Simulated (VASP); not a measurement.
Set up this calculation in VASP 6.6.1, as the native input.

- Task: single point
- Functional: PBE
- Potentials or basis: VASP PAW PBE potentials, release 64 (Co)
- Cutoff: 520 eV
- k mesh: 12 × 12 × 12
- Occupations: fermi-dirac, width 0.05 eV
- Spin: non-collinear spin, typed start, spin-orbit coupling
- Starting moments: [[-0.0, -0.0, -1.724], [-0.0, -0.0, -1.724]] μB
- Dipole correction: no
- Further INCAR settings: ALGO = Normal; EDIFF = 1e-07; NBANDS = 30

The structure of Co lies in POSCAR:

```
Co
1.0
    0.0000000000      2.2821134918      2.2821134918
    2.2821134918      0.0000000000      2.2821134918
    2.2821134918      2.2821134918      0.0000000000
Co
2
Direct
    0.0000000000      0.0000000000      0.0000000000
    0.5000000000      0.5000000000      0.5000000000
```

This isn't the form of Co at room conditions, which is hcp.

One way to write it, as run:

INCAR

```
ALGO = Normal
EDIFF = 1E-7
ENCUT = 520
GGA = PE
GGA_COMPAT = False
ISIF = 2
ISMEAR = -1
LASPH = True
LCHARG = False
LMAXMIX = 4
LORBIT = 11
LORBMOM = True
LREAL = False
LSORBIT = True
LWAVE = False
MAGMOM = 0 0 -1.724 0 0 -1.724
NBANDS = 30
NELM = 150
PREC = Accurate
SIGMA = 0.05
```

KPOINTS

```
k-points
0
Gamma
  12 12 12
```

Potentials or basis: VASP PAW PBE potentials, release 64 (Co).

Command:

```bash
$ cat potpaw_PBE.64/Co/POTCAR > POTCAR
$ mpirun -np 1 vasp_ncl > vasp.out
```

Results of the run:

```yaml
Pressure: 10.4 GPa
Net_moment: 3.44 μB per cell
Valence_electrons_inside_the_program's_atomic_spheres: Co 8.29
```

Caveat: the cell stands under pressure.

It took 18 min on 1 thread of Oxide Virtual Turin-like Processor, with other jobs on the host, peak memory 0.34 GiB.
